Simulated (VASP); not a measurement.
Input of a VASP 6.6.1 run:

File INCAR:

```
SYSTEM = SnH5
  PREC = Accurate
  ENCUT = 520
  EDIFF = 1E-7
  ISMEAR = 0
  SIGMA = 0.1
  LREAL = .FALSE.
  LASPH = .TRUE.
  NELM = 80
  ALGO = Normal
  ISIF = 2
  LWAVE = .FALSE.
  LCHARG = .FALSE.
  GGA = PE
  NBANDS = 18
```

File KPOINTS:

```
Automatic mesh
0
G
  6 6 2
  0 0 0
```

POSCAR

```
SnH5
1.0
    2.5581148500      0.0000000000      0.0000000000
    0.0000000000      2.5581148500      0.0000000000
    0.0000000000      0.0000000000     10.8360921200
Sn H
1 5
Direct
    0.5000000000      0.5000000000      0.0000000000
    0.5000000000      0.5000000000      0.3344822800
    0.5000000000      0.5000000000      0.6655177200
    0.0000000000      0.0000000000      0.1759868000
    0.0000000000      0.0000000000      0.8240132000
    0.0000000000      0.0000000000      0.5000000000
```

Potentials or basis: VASP PAW PBE potentials, release 64 (Sn_d, H).

Run with:

```bash
$ cat potpaw_PBE.64/Sn_d/POTCAR potpaw_PBE.64/H/POTCAR > POTCAR
$ mpirun -np 1 vasp_std > vasp.out
```

**Question.** Estimate the largest force.

**Answer.** 0.394 eV/Å.

**Question.** What does it give for the pressure?

**Answer.** 4.4 GPa.

Forces on the atoms (eV/Å):
```
Sn   0.000  0.000  0.000
H    0.000  0.000  0.187
H    0.000  0.000 -0.187
H    0.000  0.000 -0.394
H    0.000  0.000  0.394
H    0.000  0.000  0.000
```

Caveat: the k points lie up to 0.41 Å⁻¹ apart.
